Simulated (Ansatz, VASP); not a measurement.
## One calculation of KCl, two programs

Contents of POSCAR:

```
KCl
1.0
    0.0000000000      3.1448471156      3.1448471156
    3.1448471156      0.0000000000      3.1448471156
    3.1448471156      3.1448471156      0.0000000000
K Cl
1 1
Direct
    0.0000000000      0.0000000000      0.0000000000
    0.5000000000      0.5000000000      0.5000000000
```

INCAR.step1

```
PREC = Accurate ; ENCUT = 520
EDIFF = 1E-5 ; ISMEAR = 0
SIGMA = 0.01 ; LREAL = False
LASPH = True ; NELM = 60
ALGO = Normal ; ISIF = 2
LWAVE = True ; LCHARG = False
GGA = PE ; NBANDS = 15
```

Contents of INCAR.step2:

```
PREC = Accurate ; ENCUT = 520
EDIFF = 1E-6 ; ISMEAR = 0
SIGMA = 0.01 ; LREAL = False
LASPH = True ; NELM = 60
ALGO = Normal ; ISIF = 2
LWAVE = False ; LCHARG = False
GGA = PE ; LHFCALC = True
HFSCREEN = 0.2079 ; PRECFOCK = Normal
ISTART = 1 ; NBANDS = 15
```

The input KPOINTS:

```
regular mesh
0
Gamma
  4 4 4
```

Input for Ansatz:

```yaml
crystal:
  lattice:
    - [0.0, 3.1448471156, 3.1448471156]
    - [3.1448471156, 0.0, 3.1448471156]
    - [3.1448471156, 3.1448471156, 0.0]
  atoms:
    - { symbol: K, position: [0.0, 0.0, 0.0] }
    - { symbol: Cl, position: [0.5, 0.5, 0.5] }
kpoints:
  mp_grid: { grid: [4, 4, 4] }
hamiltonian:
  xc: hse06
scf:
  occupations: { method: fixed }
  n_extra_bands: 4
output:
  forces: true
  stress: true
  eigenvalues: true
```

Alike in both runs: task single point; functional HSE06; k mesh 4 × 4 × 4; no spin polarisation.

|  | VASP | Ansatz |
| --- | --- | --- |
| version | VASP 6.6.1 | Ansatz 0.2.0 |
| potentials or method | VASP PAW PBE potentials, release 64 (K_sv, Cl) | plane waves, PAW |
| plane-wave cutoff (eV) | 520 | 420 |
| occupations | gaussian, width 0.01 eV | fixed |
| valence electrons in the cell | 16 | 16 |

VASP gave:

- gap on the k mesh at the Fermi level (eV): 6.50
- pressure (GPa): 0.5

**Question.** Which values does Ansatz return?

**Answer.** gap on the k mesh at the Fermi level (eV): 6.51; pressure (GPa): 0.5.

Ansatz's warnings: stress exchange threshold loose, stress scf threshold loose.

The k mesh is coarse, so the values compare programs but aren't converged.
